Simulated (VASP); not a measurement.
# BaLi2S2 in VASP: a series of runs, part 2 of 2

VASP 6.6.1. The steps go on from the part before.

## 4. Single point, PBE

This run uses another cell than the first one: it holds 10 atoms, not 5.

INCAR reads:

```
  PREC = Accurate
  ENCUT = 520
  EDIFF = 1E-7
  ISMEAR = 0
  SIGMA = 0.1
  LREAL = F
  LASPH = T
  NELM = 80
  ALGO = Normal
  ISIF = 2
  LWAVE = F
  LCHARG = T
  GGA = PE
  LELF = T
  LVHAR = T
  NBANDS = 39
```

KPOINTS reads:

```
regular mesh
0
Gamma
  4 2 2
```

POSCAR reads:

```
BaLi2S2
1.0
   -4.2987535299      0.0000000000      0.0000000000
    0.0000000000      0.0000000000     -7.1361875452
    0.0000000000     -7.4456595230      0.0000000000
Ba Li S
2 4 4
Direct
    0.5000000000      0.0000000000      0.5000000000
    1.0000000000      1.0000000000      0.0000000000
    0.5000000000      0.3875684190      0.8333333333
    1.0000000000      0.3875684190      0.3333333333
    1.0000000000      0.6124315810      0.6666666667
    0.5000000000      0.6124315810      0.1666666667
    0.5000000000      0.7284195415      0.8333333333
    1.0000000000      0.7284195415      0.3333333333
    1.0000000000      0.2715804585      0.6666666667
    0.5000000000      0.2715804585      0.1666666667
```

Potentials or basis: VASP PAW PBE potentials, release 64 (Ba_sv, Li_sv, S).

The run is started by

```sh
$ cat potpaw_PBE.64/Ba_sv/POTCAR potpaw_PBE.64/Li_sv/POTCAR potpaw_PBE.64/S/POTCAR > POTCAR
$ mpirun -np 1 vasp_std > vasp.out
```

OUTCAR:

```text
PREC = Accurate
   ENCUT = 520
   EDIFF = 1E-7
   ISMEAR = 0
   LREAL = F
   LASPH = T
   NELM = 80
   ISIF = 2
   GGA = PE

 ion  position               nearest neighbor table
   1  0.500  0.000  0.500-   7 3.15  10 3.15   9 3.15   8 3.15   8 3.15   9 3.15   2 4.30   2 4.30
                             2 4.30   2 4.30
   2  0.000  0.000  0.000-   8 3.15   9 3.15   7 3.15  10 3.15   7 3.15  10 3.15   1 4.30   1 4.30
                             1 4.30   1 4.30
   3  0.500  0.388  0.833-   7 2.43   9 2.62   9 2.62  10 2.62
   4  0.000  0.388  0.333-   8 2.43  10 2.62  10 2.62   9 2.62
   5  0.000  0.612  0.667-   9 2.43   7 2.62   7 2.62   8 2.62
   6  0.500  0.612  0.167-  10 2.43   8 2.62   8 2.62   7 2.62
   7  0.500  0.728  0.833-   3 2.43   5 2.62   5 2.62   6 2.62   1 3.15   2 3.15   2 3.15
   8  0.000  0.728  0.333-   4 2.43   6 2.62   6 2.62   5 2.62   2 3.15   1 3.15   1 3.15
   9  0.000  0.272  0.667-   5 2.43   3 2.62   3 2.62   4 2.62   2 3.15   1 3.15   1 3.15
  10  0.500  0.272  0.167-   6 2.43   4 2.62   4 2.62   3 2.62   1 3.15   2 3.15   2 3.15

  LATTYP: Found a simple orthorhombic cell.
 ALAT       =     4.2987535299
 B/A-ratio  =     1.6600597116
 C/A-ratio  =     1.7320508076

  Lattice vectors:

 A1 = (  -4.2987535299,   0.0000000000,   0.0000000000)
 A2 = (   0.0000000000,   0.0000000000,  -7.1361875452)
 A3 = (   0.0000000000,  -7.4456595230,   0.0000000000)

Analysis of symmetry for initial positions (statically):
=====================================================================
 Subroutine PRICEL returns following result:

  LATTYP: Found a hexagonal cell.
 ALAT       =     4.2987535299
 C/A-ratio  =     1.6600597116

  Lattice vectors:

 A1 = (  -2.1493767649,  -3.7228297615,   0.0000000000)
 A2 = (  -2.1493767649,   3.7228297615,   0.0000000000)
 A3 = (   0.0000000000,   0.0000000000,  -7.1361875452)

   2 primitive cells build up your supercell.

 Routine SETGRP: Setting up the symmetry group for a
 simple orthorhombic supercell.

[... 150 lines left out ...]
   IVDW    =     0    specifies the selected vdW correction
   LEPSILON=     F    determine dielectric tensor
   LRPA    =     F    only Hartree local field effects (RPA)
 non-spin polarized calculation
 Gauss-broadening in eV      SIGMA  =   0.10
  energy-cutoff  :      520.00
  volume of cell :      228.41
 maximum number of plane-waves:      6184
 NGX is ok and might be reduce to    32

 number of electron      55.9999983 magnetization

 Free energy of the ion-electron system (eV)
  ---------------------------------------------------
  ext. energy  EPLUGINS =         0.00000000
  ---------------------------------------------------
  free energy    TOTEN  =       -43.84806924 eV

  energy without entropy =      -43.84806924  energy(sigma->0) =      -43.84806924

 E-fermi :   1.8330     XC(G=0):  -8.4774

 val. band max:        1.3288673990   @ k =   0.0000   0.0000   0.0000
 cond. band min:       4.0637133264   @ k =   0.5000   0.0000   0.5000
 fundamental gap:      2.7348459274
 Fermi energy:         1.8329545802

 k-point     1 :       0.0000    0.0000    0.0000
  band No.  band energies     occupation
      1     -43.0654      2.00000
      2     -43.0607      2.00000
      3     -43.0560      2.00000
      4     -43.0515      2.00000
      5     -24.7572      2.00000
      6     -24.7040      2.00000
[... 493 lines left out ...]
     38       8.3536      0.00000
     39       8.5125      0.00000

------------------------ aborting loop because EDIFF is reached ----------------------------------------

  FORCE on cell =-STRESS in cart. coord.  units (eV):
  Direction    XX          YY          ZZ          XY          YZ          ZX
  --------------------------------------------------------------------------------------
  -------------------------------------------------------------------------------------
  Total        0.5989146      0.5594305      0.4961153      0.0000000     -0.0197822      0.0000000
  in kB        4.2011047      3.9241426      3.4800159      0.0000000     -0.1387632      0.0000000
  external PRESSURE =       3.8684211 kB  Pullay stress =       0.0000000 kB

 VOLUME and BASIS-vectors are now :
 -----------------------------------------------------------------------------
  energy-cutoff  :      520.00
  volume of cell :      228.41
      direct lattice vectors                 reciprocal lattice vectors
    -4.298753530  0.000000000  0.000000000    -0.232625572  0.000000000  0.000000000
     0.000000000  0.000000000 -7.136187545     0.000000000  0.000000000 -0.140130846
     0.000000000 -7.445659523  0.000000000     0.000000000 -0.134306437  0.000000000

 POSITION                                       TOTAL-FORCE (eV/Angst)
 -----------------------------------------------------------------------------------
     -2.14938     -3.72283      0.00000         0.000000      0.000000     -0.000000
      0.00000      0.00000      0.00000         0.000000      0.000000     -0.000000
     -2.14938     -6.20472     -2.76576        -0.000000     -0.000434     -0.007771
      0.00000     -2.48189     -2.76576         0.000000     -0.000434     -0.007771
      0.00000     -4.96377     -4.37043         0.000000      0.000434      0.007771
     -2.14938     -1.24094     -4.37043        -0.000000      0.000434      0.007771
     -2.14938     -6.20472     -5.19814        -0.000000      0.000057      0.074957
      0.00000     -2.48189     -5.19814         0.000000      0.000057      0.074957
      0.00000     -4.96377     -1.93805        -0.000000     -0.000057     -0.074957
     -2.14938     -1.24094     -1.93805        -0.000000     -0.000057     -0.074957
 -----------------------------------------------------------------------------------
    total drift:                               -0.000000     -0.000000      0.000000

  FREE ENERGIE OF THE ION-ELECTRON SYSTEM (eV)
  ---------------------------------------------------
  free  energy   TOTEN  =       -43.8480692361 eV

  energy  without entropy=      -43.8480692361  energy(sigma->0) =      -43.84806924
```

stdout:

```text
POSCAR found type information on POSCAR BaLiS
 POSCAR found :  3 types and      10 ions
 scaLAPACK will be used
 LDA part: xc-table for (Slater+PW92), standard interpolation
 POSCAR, INCAR and KPOINTS ok, starting setup
 FFT: planning ... GRIDC
 FFT: planning ... GRID_SOFT
 FFT: planning ... GRID
 WAVECAR not read
 entering main loop
```

Wall time 65 s (1 thread of AMD EPYC 9R45 (Zen 5), shared host); peak memory 0.32 GiB.

Results:

| Property | Result |
| --- | --- |
| Free energy | -43.8481 eV |
| Largest force | 0.075 eV/Å |
| Band gap on the k mesh | 2.73 eV |

Forces on the atoms (eV/Å):
```
Ba   0.000  0.000  0.000
Ba   0.000  0.000  0.000
Li   0.000  0.000 -0.008
Li   0.000  0.000 -0.008
Li   0.000  0.000  0.008
Li   0.000  0.000  0.008
S    0.000  0.000  0.075
S    0.000  0.000  0.075
S    0.000  0.000 -0.075
S    0.000  0.000 -0.075
```

Caveat: the k points lie up to 0.44 Å⁻¹ apart; the cutoff is under 1.25 times the usual one of these potentials, so pressure, stress and relaxed cells hold a basis-set (Pulay) error; spin-orbit coupling is left out, which moves the levels of the heavy elements. A k mesh can miss the band edges.

## 5. Single point, PBE

This run uses another cell than the first one: it holds 10 atoms, not 5.

INCAR reads:

```
ALGO = Normal
EDIFF = 1E-6
ENCUT = 520
GGA = PE
ISIF = 2
ISMEAR = 0
LASPH = T
LCHARG = F
LREAL = F
LWAVE = F
NBANDS = 39
NELM = 60
PREC = Accurate
SIGMA = 0.1
```

KPOINTS reads:

```
k-points
0
Gamma
  4 2 2
```

POSCAR reads:

```
BaLi2S2
1.0
   -4.3032173310     -0.0000764064      0.0003933063
    0.0008976142      0.0006973815     -7.1291896615
   -0.0000919100     -7.4490303504      0.0007061028
Ba Li S
2 4 4
Direct
    0.5000118565      0.0002734406      0.5000125300
    1.0000889333      0.9999481999      0.0000482327
    0.5000624090      0.3879573301      0.8335580271
    0.9998661622      0.3879233320      0.3330476159
    1.0001915362      0.6119107310      0.6664660476
    0.4998719351      0.6120746526      0.1669046993
    0.4998768185      0.7284945497      0.8332023430
    0.9999334065      0.7286506586      0.3336521426
    0.9999959654      0.2714337988      0.6667445171
    0.5001009773      0.2713333067      0.1663638447
```

The run is started by

```sh
$ cat potpaw_PBE.64/Ba_sv/POTCAR potpaw_PBE.64/Li_sv/POTCAR potpaw_PBE.64/S/POTCAR > POTCAR
$ mpirun -np 1 vasp_std > vasp.out
```

Run time: 64 s. Hardware: 1 thread of AMD EPYC 9R45 (Zen 5), shared host; peak memory 0.31 GiB.

It converged, with:

```yaml
Free_energy: -43.8480 eV
Largest_force: 0.084 eV/Å
Band_gap_on_the_k_mesh: 2.74 eV
```

Forces in eV/Å, atoms in the order of the input:
```
Ba   0.000 -0.004  0.005
Ba   0.001  0.006  0.008
Li   0.000  0.002  0.001
Li  -0.001 -0.003  0.000
Li   0.001 -0.002 -0.006
Li   0.000  0.003 -0.003
S   -0.002 -0.006  0.074
S    0.000  0.008  0.082
S   -0.001  0.003 -0.077
S    0.001 -0.007 -0.084
```

Levels at points of the mesh, in eV from the valence-band top:
```tsv
k point	band 26	band 27	band 28	band 29	band 30	band 31
(0.00, 0.00, 0.00)	-0.10	0.00	0.00	2.74	3.54	4.08
(0.50, 0.00, 0.00)	-0.85	-0.42	-0.42	4.06	4.06	4.30
(0.00, 0.50, 0.00)	-0.31	-0.31	-0.22	2.83	4.18	4.55
(0.50, 0.50, 0.00)	-0.91	-0.68	-0.68	3.76	3.76	4.37
(0.00, 0.00, 0.50)	-0.45	-0.38	-0.38	3.40	3.40	4.53
(0.50, 0.00, 0.50)	-0.78	-0.75	-0.75	2.74	2.74	5.85
(0.00, 0.50, 0.50)	-0.57	-0.25	-0.25	3.41	3.41	4.54
(0.50, 0.50, 0.50)	-0.33	-0.22	-0.21	2.83	2.83	4.62
```

Caveat: the k points lie up to 0.44 Å⁻¹ apart; the cutoff is under 1.25 times the usual one of these potentials, so pressure, stress and relaxed cells hold a basis-set (Pulay) error; spin-orbit coupling is left out, which moves the levels of the heavy elements. A k mesh can miss the band edges.

## 6. The runs side by side

| cell | k mesh | smearing | gap on the mesh (eV) | largest force (eV/Å) |
| --- | --- | --- | --- | --- |
| a = 4.398, b = 4.398, c = 7.226 Å, angles 90.0, 90.0, 120.0°, 5 atoms, atomic positions A | 6 × 6 × 4 | gaussian 0.02 eV | 2.82 | 0.06 |
| a = 4.466, b = 4.466, c = 7.274 Å, angles 90.0, 90.0, 120.0°, 5 atoms, atomic positions A | 6 × 6 × 4 | gaussian 0.02 eV | 2.86 | 0.06 |
| a = 4.299, b = 7.136, c = 7.446 Å, 10 atoms, atomic positions B | 4 × 2 × 2 | gaussian 0.1 eV | 2.73 | 0.07 |
| a = 4.303, b = 7.129, c = 7.449 Å, 10 atoms, atomic positions B | 4 × 2 × 2 | gaussian 0.1 eV | 2.74 | 0.08 |

Alike in all rows: task single point; level PBE; potentials or basis VASP PAW PBE potentials, release 64 (Ba_sv, Li_sv, S); no spin polarisation; cutoff (eV) 520.

Caveats: some runs use coarse meshes; the cutoff is under 1.25 times the usual one of these potentials, so pressure, stress and relaxed cells hold a basis-set (Pulay) error; spin-orbit coupling is left out, which moves the levels of the heavy elements.

Total energies depend on the potentials used, so only differences within one code and one set of settings carry meaning.
